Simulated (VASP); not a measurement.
B: single point with r2SCAN

B:

```
B
1.0
     2.44941    1.41417    4.17120
    -2.44941    1.41417    4.17120
     0.00000   -2.82833    4.17120
B
12
Direct
  0.00986 0.65443 0.00986
  0.00986 0.00986 0.65443
  0.65443 0.00986 0.00986
  0.34557 0.99014 0.99014
  0.99014 0.34557 0.99014
  0.99014 0.99014 0.34557
  0.22050 0.63176 0.22050
  0.22050 0.22050 0.63176
  0.63176 0.22050 0.22050
  0.36824 0.77950 0.77950
  0.77950 0.36824 0.77950
  0.77950 0.77950 0.36824
```

```json
{
  "Program": "VASP 6.6.1",
  "Task": "single point",
  "Functional": "r2SCAN",
  "Potentials or basis": "VASP PAW PBE potentials, release 64 (B)",
  "Cutoff": "520 eV",
  "k mesh": "6 × 6 × 6",
  "Occupations": "fermi-dirac, width 0.02 eV",
  "Spin": "no spin polarisation",
  "Dipole correction": "no",
  "Further INCAR settings": "ALGO = Normal; EDIFF = 1e-06; NBANDS = 30"
}
```

```
Pressure               : 0.2 GPa
Largest force          : 0.021 eV/Å
Band gap on the k mesh : 1.64 eV (least direct gap 2.06 eV)
```

Forces in eV/Å, atoms in the order of the input:
```
B    0.014 -0.008 -0.013
B    0.000  0.016 -0.013
B   -0.014 -0.008 -0.013
B    0.014  0.008  0.013
B   -0.014  0.008  0.013
B    0.000 -0.016  0.013
B    0.017 -0.010  0.007
B    0.000  0.020  0.007
B   -0.017 -0.010  0.007
B    0.017  0.010 -0.007
B   -0.017  0.010 -0.007
B    0.000 -0.020 -0.007
```

Levels at points of the mesh, in eV from the valence-band top:
| k point | band 14 | band 15 | band 16 | band 17 | band 18 | band 19 | band 20 | band 21 | band 22 | band 23 |
| --- | --- | --- | --- | --- | --- | --- | --- | --- | --- | --- |
| (0.00, 0.00, 0.00) | -4.63 | -1.39 | -0.92 | -0.92 | -0.38 | 1.67 | 4.91 | 4.91 | 5.11 | 5.11 |
| (0.50, 0.00, 0.00) | -3.31 | -2.73 | -2.08 | -1.78 | -0.67 | 2.16 | 3.47 | 3.99 | 5.17 | 5.29 |
| (0.50, 0.50, 0.00) | -3.31 | -3.03 | -2.77 | -2.21 | -2.08 | 1.64 | 2.93 | 3.07 | 3.78 | 5.78 |
| (0.50, 0.50, 0.50) | -3.63 | -3.08 | -1.92 | -1.92 | 0.00 | 2.89 | 3.01 | 3.01 | 5.32 | 5.32 |

Run time: 7.5 min on 1 thread of Intel Xeon 8259CL, on a shared host, peak memory 0.27 GiB.

Caveat: the PAW data sets were made with another functional, which shifts forces and pressure a little. A k mesh can miss the band edges.
